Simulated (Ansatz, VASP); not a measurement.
GeIrRu3: VASP beside Ansatz

```xyz
5
Lattice="5.0333 0.0000 0.0000 -2.5167 4.3590 0.0000 0.0000 0.0000 4.5745" Properties=species:S:1:pos:R:3 pbc="T T T"
Ge    0.0000    0.0000    0.0000
Ru    2.5167    0.0000    0.0000
Ru   -1.2583    2.1795    0.0000
Ru    1.2583    2.1795    0.0000
Ir    0.0000    0.0000    2.2873
```

Alike in both runs: functional PBE; k mesh 12 × 12 × 8; occupations gaussian, width 0.1 eV; no spin polarisation.

Ansatz relaxed the structure, and its values are those at the end. VASP's run is a single point on that final structure, the one shown.

|  | VASP | Ansatz |
| --- | --- | --- |
| version | VASP 6.6.1 | Ansatz 0.2.0 |
| potentials or method | VASP PAW PBE potentials, release 64 (Ge_d, Ru_pv, Ir), cutoff 520 eV | scalar-relativistic, plane waves, PAW |
| valence electrons in the cell | 65 | 79 |

|  | VASP | Ansatz | Ansatz less VASP |
| --- | --- | --- | --- |
| gap on the k mesh at the Fermi level (eV) | none | none | - |
| pressure (GPa) | 0.3 | 0.0 | -0.28 |

A gap of «none» marks a metal or a gap that the smearing closes. VASP's potentials hold 65 valence electrons a cell and Ansatz's 79, so a difference there can come from the potentials and not from the codes.

Neither program's run includes spin-orbit coupling.
